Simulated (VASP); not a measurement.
# Cu (Fm-3m) in VASP: further runs

Cu is run at these levels: PBEsol; tasks: single point.

Program: VASP 6.6.1. These are calculated values, not measurements. Logs are shortened: lines on timing, memory, paths and dates and some standing lists are left out, and cuts for length are marked.

### 1 The cell of the first run

The structure is cubic, space group Fm-3m (No. 225). The conventional cell has a = 3.655 Å, b = 3.655 Å, c = 3.655 Å, α = 90.00°, β = 90.00°, γ = 90.00°. Cu (site symmetry m-3m) has 12 Cu at 2.58 Å within 3.4 Å.

### 2 Single point, PBEsol (12.21 Å³/atom)

Contents of INCAR:

```
  PREC = Accurate
  ENCUT = 520
  EDIFF = 1E-6
  ISMEAR = -1
  SIGMA = 0.1
  LREAL = F
  LASPH = T
  NELM = 80
  ALGO = Normal
  ISIF = 2
  LWAVE = F
  LCHARG = F
  GGA = PS
  NBANDS = 12
```

Contents of KPOINTS:

```
Automatic mesh
0
Gamma
  25 25 25
```

Contents of POSCAR:

```
Cu
1.0
    0.0000000000      1.8276886433      1.8276886433
    1.8276886433      0.0000000000      1.8276886433
    1.8276886433      1.8276886433      0.0000000000
Cu
1
Direct
    0.0000000000      0.0000000000      0.0000000000
```

Potentials or basis: VASP PAW PBE potentials, release 64 (Cu).

Started as:

```sh
$ cat potpaw_PBE.64/Cu/POTCAR > POTCAR
$ mpirun -np 1 vasp_std > vasp.out
```

OUTCAR:

```text
PREC = Accurate
   ENCUT = 520
   EDIFF = 1E-6
   ISMEAR = -1
   LREAL = F
   LASPH = T
   NELM = 80
   ISIF = 2
   GGA = PS

 ion  position               nearest neighbor table
   1  0.000  0.000  0.000-

  LATTYP: Found a face centered cubic cell.
 ALAT       =     3.6553772866

  Lattice vectors:

 A1 = (   0.0000000000,   1.8276886433,   1.8276886433)
 A2 = (   1.8276886433,   0.0000000000,   1.8276886433)
 A3 = (   1.8276886433,   1.8276886433,   0.0000000000)

Analysis of symmetry for initial positions (statically):
=====================================================================
 Subroutine PRICEL returns:
 Original cell was already a primitive cell.

 Routine SETGRP: Setting up the symmetry group for a
 face centered cubic supercell.

 Subroutine GETGRP returns: Found 48 space group operations
 (whereof 48 operations were pure point group operations)
 out of a pool of 48 trial point group operations.

The static configuration has the point symmetry O_h .

Analysis of symmetry for dynamics (positions and initial velocities):
=====================================================================
 Subroutine PRICEL returns:
 Original cell was already a primitive cell.

 Routine SETGRP: Setting up the symmetry group for a
 face centered cubic supercell.

 Subroutine GETGRP returns: Found 48 space group operations
 (whereof 48 operations were pure point group operations)
 out of a pool of 48 trial point group operations.

The dynamic configuration has the point symmetry O_h .

 Subroutine INISYM returns: Found 48 space group operations
 (whereof 48 operations are pure point group operations),
 and found     1 'primitive' translations

----------------------------------------------------------------------------------------

                                     Primitive cell

  volume of cell :      12.2106

  direct lattice vectors                    reciprocal lattice vectors
     0.000000000  1.827688643  1.827688643    -0.273569572  0.273569572  0.273569572
     1.827688643  0.000000000  1.827688643     0.273569572 -0.273569572  0.273569572
     1.827688643  1.827688643  0.000000000     0.273569572  0.273569572 -0.273569572

  length of vectors
     2.584742067  2.584742067  2.584742067     0.473836398  0.473836398  0.473836398

  position of ions in fractional coordinates (direct lattice)
     0.000000000  0.000000000  0.000000000

  ion indices of the primitive-cell ions
   primitive index   ion index
                 1           1

[... 79 lines left out ...]
   POTIM  = 0.5000    time-step for ionic-motion
   TEBEG  =    0.0;   TEEND  =   0.0 temperature during run
   PSTRESS=    0.0 pullay stress
   NELECT =      11.0000    total number of electrons
   NUPDOWN=      -1.0000    fix difference up-down
   EMIN   =  10.00;   EMAX   =-10.00  energy-range for DOS
   EFERMI =   0.00;   METHOD = LEGACY
   ISMEAR =    -1;   SIGMA  =   0.10  broadening in eV -4-tet -1-fermi 0-gaus
   EFERMI_NEDOS =   21; number of points for ismear=-14 and -15
   IALGO  =     38    algorithm
   IMIX   =      4    mixing-type and parameters
     AMIX     =   0.40;   BMIX     =  1.00
     AMIX_MAG =   1.60;   BMIX_MAG =  1.00
  volume/ion in A,a.u.               =      12.21        82.40
  Fermi-wavevector in a.u.,A,eV,Ry     =   1.581103  2.987852 34.013026  2.499887
  Thomas-Fermi vector in A             =   2.681229
   LORBIT       =      0    0 simple, 1 ext, 2 COOP (PROOUT), +10 PAW based schemes
   GGA     = PS    functional components
   LHFCALC =     F    Hartree Fock is set to
   AEXX    =    0.0000 exact exchange contribution
   IVDW    =     0    specifies the selected vdW correction
   LEPSILON=     F    determine dielectric tensor
   LRPA    =     F    only Hartree local field effects (RPA)
 non-spin polarized calculation
  energy-cutoff  :      520.00
  volume of cell :       12.21
 maximum number of plane-waves:       338
   NGX =  9   NGY =  9   NGZ =  9

 number of electron      10.9999991 magnetization

 Free energy of the ion-electron system (eV)
  ---------------------------------------------------
  ext. energy  EPLUGINS =         0.00000000
  ---------------------------------------------------
  free energy    TOTEN  =        -4.28542449 eV

  energy without entropy =       -4.27453156  energy(sigma->0) =       -4.27997803

 E-fermi :   6.9974     XC(G=0): -12.7149

 val. band max:        6.9733510016   @ k =   0.4800   0.3600   0.0800
 cond. band min:       7.0179131622   @ k =  -0.2400   0.2800   0.0800
 fundamental gap:      0.0445621606
 Fermi energy:         6.9973785907

 k-point     1 :       0.0000    0.0000    0.0000
  band No.  band energies     occupation
      1      -2.1413      2.00000
      2       4.0664      2.00000
      3       4.0664      2.00000
      4       4.0664      2.00000
      5       4.8563      2.00000
      6       4.8563      2.00000
      7      29.3107      0.00000
      8      31.6680      0.00000
      9      31.6680      0.00000
     10      31.6680      0.00000
     11      34.1241      0.00000
     12      34.1241      0.00000
[... 331 lines left out ...]
 k-point    24 :       0.4400    0.0400    0.0000
  band No.  band energies     occupation
      1       1.9918      2.00000
      2       4.0418      2.00000
      3       4.0834      2.00000
      4       4.9083      2.00000
      5       5.3666      2.00000
      6       5.6857      2.00000
      7      11.8958      0.00000
      8      27.5778      0.00000
      9      27.6859      0.00000
     10      28.4879      0.00000
     11      32.2038      0.00000
     12      32.7341      0.00000

 [... further k-points ...]

------------------------ aborting loop because EDIFF is reached ----------------------------------------

  FORCE on cell =-STRESS in cart. coord.  units (eV):
  Direction    XX          YY          ZZ          XY          YZ          ZX
  --------------------------------------------------------------------------------------
  -------------------------------------------------------------------------------------
  Total       -0.7540463     -0.7540463     -0.7540463      0.0000000      0.0000000      0.0000000
  in kB      -98.9400129    -98.9400129    -98.9400129      0.0000000      0.0000000      0.0000000
  external PRESSURE =     -98.9400129 kB  Pullay stress =       0.0000000 kB

 VOLUME and BASIS-vectors are now :
 -----------------------------------------------------------------------------
  energy-cutoff  :      520.00
  volume of cell :       12.21
      direct lattice vectors                 reciprocal lattice vectors
     0.000000000  1.827688643  1.827688643    -0.273569572  0.273569572  0.273569572
     1.827688643  0.000000000  1.827688643     0.273569572 -0.273569572  0.273569572
     1.827688643  1.827688643  0.000000000     0.273569572  0.273569572 -0.273569572

 POSITION                                       TOTAL-FORCE (eV/Angst)
 -----------------------------------------------------------------------------------
      0.00000      0.00000      0.00000        -0.000000      0.000000      0.000000
 -----------------------------------------------------------------------------------
    total drift:                                0.000000      0.000000      0.000000

  FREE ENERGIE OF THE ION-ELECTRON SYSTEM (eV)
  ---------------------------------------------------
  free  energy   TOTEN  =        -4.2854244940 eV

  energy  without entropy=       -4.2745315560  energy(sigma->0) =       -4.27997803
```

stdout:

```text
POSCAR found type information on POSCAR Cu
 POSCAR found :  1 types and       1 ions
 scaLAPACK will be used
 -----------------------------------------------------------------------------
|                                                                             |
|                                                                             |
|     You enforced a specific xc type in the INCAR file but a different       |
|     I HOPE YOU KNOW WHAT YOU ARE DOING!                                     |
|                                                                             |
 -----------------------------------------------------------------------------

 LDA part: xc-table for (Slater+PW92), standard interpolation
 POSCAR, INCAR and KPOINTS ok, starting setup
 FFT: planning ... GRIDC
 FFT: planning ... GRID_SOFT
 FFT: planning ... GRID
 WAVECAR not read
 entering main loop
```

Run time: 71 s. Hardware: 1 thread of Intel Xeon 8259CL, shared host; peak memory 0.18 GiB.

What came out:

```yaml
Free_energy: -4.2854 eV
Pressure: -9.9 GPa
Band_gap_on_the_k_mesh: zero (an odd number of electrons rules out a gap without spin polarisation)
```

Caveat: the cell stands under tension; the PAW data sets were made with another functional, which shifts forces and pressure a little.

### 3 Single point, PBEsol (12.66 Å³/atom)

This run uses another cell than the first one, of 12.66 Å³/atom.

Contents of INCAR:

```
  ALGO = Normal
  EDIFF = 1E-7
  ENCUT = 520
  GGA = PS
  ISIF = 2
  ISMEAR = -1
  LASPH = T
  LCHARG = F
  LREAL = F
  LWAVE = F
  NBANDS = 12
  NELM = 100
  PREC = Accurate
  SIGMA = 0.1
```

Contents of KPOINTS:

```
k-points
0
Gamma
  25 25 25
```

Contents of POSCAR:

```
Cu
1.0
    0.0000000000      1.8499797260      1.8499797260
    1.8499797260      0.0000000000      1.8499797260
    1.8499797260      1.8499797260      0.0000000000
Cu
1
Direct
    0.0000000000      0.0000000000      0.0000000000
```

Potentials or basis: VASP PAW PBE potentials, release 64 (Cu).

Started as:

```sh
$ cat potpaw_PBE.64/Cu/POTCAR > POTCAR
$ mpirun -np 1 vasp_std > vasp.out
```

OUTCAR:

```text
EDIFF = 1E-7
   ENCUT = 520
   GGA = PS
   ISIF = 2
   ISMEAR = -1
   LASPH = T
   LREAL = F
   NELM = 100
   PREC = Accurate

 ion  position               nearest neighbor table
   1  0.000  0.000  0.000-

  LATTYP: Found a face centered cubic cell.
 ALAT       =     3.6999594520

  Lattice vectors:

 A1 = (   0.0000000000,   1.8499797260,   1.8499797260)
 A2 = (   1.8499797260,   0.0000000000,   1.8499797260)
 A3 = (   1.8499797260,   1.8499797260,   0.0000000000)

Analysis of symmetry for initial positions (statically):
=====================================================================
 Subroutine PRICEL returns:
 Original cell was already a primitive cell.

 Routine SETGRP: Setting up the symmetry group for a
 face centered cubic supercell.

 Subroutine GETGRP returns: Found 48 space group operations
 (whereof 48 operations were pure point group operations)
 out of a pool of 48 trial point group operations.

The static configuration has the point symmetry O_h .

Analysis of symmetry for dynamics (positions and initial velocities):
=====================================================================
 Subroutine PRICEL returns:
 Original cell was already a primitive cell.

 Routine SETGRP: Setting up the symmetry group for a
 face centered cubic supercell.

 Subroutine GETGRP returns: Found 48 space group operations
 (whereof 48 operations were pure point group operations)
 out of a pool of 48 trial point group operations.

The dynamic configuration has the point symmetry O_h .

 Subroutine INISYM returns: Found 48 space group operations
 (whereof 48 operations are pure point group operations),
 and found     1 'primitive' translations

----------------------------------------------------------------------------------------

                                     Primitive cell

  volume of cell :      12.6628

  direct lattice vectors                    reciprocal lattice vectors
     0.000000000  1.849979726  1.849979726    -0.270273232  0.270273232  0.270273232
[... 110 lines left out ...]
   LHFCALC =     F    Hartree Fock is set to
   AEXX    =    0.0000 exact exchange contribution
   IVDW    =     0    specifies the selected vdW correction
   LEPSILON=     F    determine dielectric tensor
   LRPA    =     F    only Hartree local field effects (RPA)
 non-spin polarized calculation
  energy-cutoff  :      520.00
  volume of cell :       12.66
 maximum number of plane-waves:       351
   NGX =  9   NGY =  9   NGZ =  9

 number of electron      10.9999990 magnetization

 Free energy of the ion-electron system (eV)
  ---------------------------------------------------
  ext. energy  EPLUGINS =         0.00000000
  ---------------------------------------------------
  free energy    TOTEN  =        -4.25234584 eV

  energy without entropy =       -4.24121743  energy(sigma->0) =       -4.24678164

 E-fermi :   6.5676     XC(G=0): -12.5067

 val. band max:        6.5439789343   @ k =   0.4800   0.3600   0.0800
 cond. band min:       6.5702932069   @ k =  -0.2400   0.2800   0.0800
 fundamental gap:      0.0263142726
 Fermi energy:         6.5676005304

 k-point     1 :       0.0000    0.0000    0.0000
  band No.  band energies     occupation
      1      -2.2987      2.00000
      2       3.7461      2.00000
      3       3.7461      2.00000
      4       3.7461      2.00000
      5       4.4926      2.00000
      6       4.4926      2.00000
      7      28.5917      0.00000
      8      30.6746      0.00000
      9      30.6746      0.00000
     10      30.6746      0.00000
     11      33.1183      0.00000
     12      33.1183      0.00000
[... 331 lines left out ...]
 k-point    24 :       0.4400    0.0400    0.0000
  band No.  band energies     occupation
      1       1.7594      2.00000
      2       3.7241      2.00000
      3       3.7632      2.00000
      4       4.5669      2.00000
      5       4.9754      2.00000
      6       5.3108      1.99999
      7      11.2965      0.00000
      8      26.7506      0.00000
      9      26.8595      0.00000
     10      27.5101      0.00000
     11      31.2789      0.00000
     12      31.7633      0.00000

 [... further k-points ...]

------------------------ aborting loop because EDIFF is reached ----------------------------------------

  FORCE on cell =-STRESS in cart. coord.  units (eV):
  Direction    XX          YY          ZZ          XY          YZ          ZX
  --------------------------------------------------------------------------------------
  -------------------------------------------------------------------------------------
  Total       -1.0738996     -1.0738996     -1.0738996     -0.0000000     -0.0000000      0.0000000
  in kB     -135.8761946   -135.8761946   -135.8761946     -0.0000000     -0.0000000      0.0000000
  external PRESSURE =    -135.8761946 kB  Pullay stress =       0.0000000 kB

 VOLUME and BASIS-vectors are now :
 -----------------------------------------------------------------------------
  energy-cutoff  :      520.00
  volume of cell :       12.66
      direct lattice vectors                 reciprocal lattice vectors
     0.000000000  1.849979726  1.849979726    -0.270273232  0.270273232  0.270273232
     1.849979726  0.000000000  1.849979726     0.270273232 -0.270273232  0.270273232
     1.849979726  1.849979726  0.000000000     0.270273232  0.270273232 -0.270273232

 POSITION                                       TOTAL-FORCE (eV/Angst)
 -----------------------------------------------------------------------------------
      0.00000      0.00000      0.00000        -0.000000     -0.000000      0.000000
 -----------------------------------------------------------------------------------
    total drift:                                0.000000      0.000000      0.000000

  FREE ENERGIE OF THE ION-ELECTRON SYSTEM (eV)
  ---------------------------------------------------
  free  energy   TOTEN  =        -4.2523458436 eV

  energy  without entropy=       -4.2412174279  energy(sigma->0) =       -4.24678164
```

stdout:

```text
POSCAR found type information on POSCAR Cu
 POSCAR found :  1 types and       1 ions
 scaLAPACK will be used
 -----------------------------------------------------------------------------
|                                                                             |
|                                                                             |
|     You enforced a specific xc type in the INCAR file but a different       |
|     I HOPE YOU KNOW WHAT YOU ARE DOING!                                     |
|                                                                             |
 -----------------------------------------------------------------------------

 LDA part: xc-table for (Slater+PW92), standard interpolation
 POSCAR, INCAR and KPOINTS ok, starting setup
 FFT: planning ... GRIDC
 FFT: planning ... GRID_SOFT
 FFT: planning ... GRID
 WAVECAR not read
 entering main loop
```

Wall time 91 s (1 thread of Intel Xeon 8259CL, shared host); peak memory 0.18 GiB.

What came out:

| Quantity | Value |
| --- | --- |
| Free energy | -4.2523 eV |
| Pressure | -13.6 GPa |
| Band gap on the k mesh | zero (an odd number of electrons rules out a gap without spin polarisation) |

Caveat: the cell stands under tension; the PAW data sets were made with another functional, which shifts forces and pressure a little.
